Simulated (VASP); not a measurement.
Here is a VASP 6.6.1 calculation.

File INCAR:

```
PREC = Accurate ; ENCUT = 600
EDIFF = 1E-6 ; ISMEAR = -1
SIGMA = 0.08 ; LREAL = False
LASPH = True ; NELM = 80
ALGO = Normal ; ISIF = 3
LWAVE = False ; LCHARG = False
GGA = PE ; IBRION = 2
NSW = 60 ; EDIFFG = -0.005
PSTRESS = 4300.0
```

KPOINTS

```
regular mesh
0
Gamma
  19 19 18
```

Contents of POSCAR:

```
Hf
1.0
    2.2665098290      0.0000000000      0.0000000000
   -1.1332549145      1.9628550898      0.0000000000
    0.0000000000      0.0000000000      2.1305192393
Hf
1
Direct
    0.0000000000      0.0000000000      0.0000000000
```

Potentials or basis: VASP PAW PBE potentials, release 64 (Hf_pv).

Run with:

```console
$ cat potpaw_PBE.64/Hf_pv/POTCAR > POTCAR
$ mpirun -np 1 vasp_std > vasp.out
```

**Question.** What does it give for the space group after relaxing (to 0.05 Å)?

**Answer.** P6/mmm (No. 191).

**Question.** What does it give for the band gap on the k mesh?

**Answer.** Zero (band 5 reaches 15.78 eV, above the bottom of band 6 at 10.83 eV).

**Question.** Predict the relaxed cell.

**Answer.** a = 2.263 Å, b = 2.263 Å, c = 2.172 Å, α = 90.00°, β = 90.00°, γ = 120.00°.

**Question.** Estimate the relaxed volume.

**Answer.** 9.63 Å³/atom.

Final structure:
```
CELL_PARAMETERS angstrom
2.26319 0.00000 0.00000
-1.13160 1.95998 0.00000
0.00000 0.00000 2.17171
ATOMIC_POSITIONS crystal
Hf 0.00000 0.00000 0.00000
```

Caveat: the cell is relaxed towards a set pressure, so the enthalpy falls and the energy may rise; spin-orbit coupling is left out, which moves the levels of the heavy elements.
